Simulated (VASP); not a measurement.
Here is a VASP 6.6.1 calculation.

Contents of POSCAR:

```
CaSe
1.0
    5.0042064082      0.0000000000      0.0000000000
   -2.5021032041      4.3337698753      0.0000000000
    0.0000000000      0.0000000000      5.8782880696
Ca Se
2 2
Direct
    0.3333333333      0.6666666667      0.9350135626
    0.6666666667      0.3333333333      0.4350135626
    0.3333333333      0.6666666667      0.4349864374
    0.6666666667      0.3333333333      0.9349864374
```

The input INCAR.step1:

```
SYSTEM = CaSe
PREC = Accurate
ENCUT = 520
ISMEAR = 0
SIGMA = 0.02
LREAL = .FALSE.
LASPH = .TRUE.
NELM = 60
NBANDS = 24
GGA = PE
ALGO = Normal
EDIFF = 1E-4
LWAVE = .TRUE.
LCHARG = .FALSE.
```

File INCAR.step2:

```
SYSTEM = CaSe
PREC = Accurate
ENCUT = 520
EDIFF = 1E-7
ISMEAR = 0
SIGMA = 0.02
LREAL = .FALSE.
LASPH = .TRUE.
NELM = 60
ALGO = Normal
ISIF = 2
LWAVE = .FALSE.
LCHARG = .FALSE.
METAGGA = R2SCAN
LMIXTAU = .TRUE.
NBANDS = 24
ISTART = 1
```

Contents of KPOINTS:

```
regular mesh
0
G
  6 6 4
  0 0 0
```

Potentials or basis: VASP PAW PBE potentials, release 64 (Ca_sv, Se).

Run with:

```sh
$ cat potpaw_PBE.64/Ca_sv/POTCAR potpaw_PBE.64/Se/POTCAR > POTCAR
$ cp INCAR.step1 INCAR
$ mpirun -np 1 vasp_std > vasp.out
$ cp INCAR.step2 INCAR
$ mpirun -np 1 vasp_std > vasp.out
```

Task: What does it give for the pressure?

Result: 0.2 GPa.

Task: Predict the band gap on the k mesh.

Result: 2.89 eV (least direct gap 3.04 eV).

Caveat: the PAW data sets were made with another functional, which shifts forces and pressure a little. A k mesh can miss the band edges.
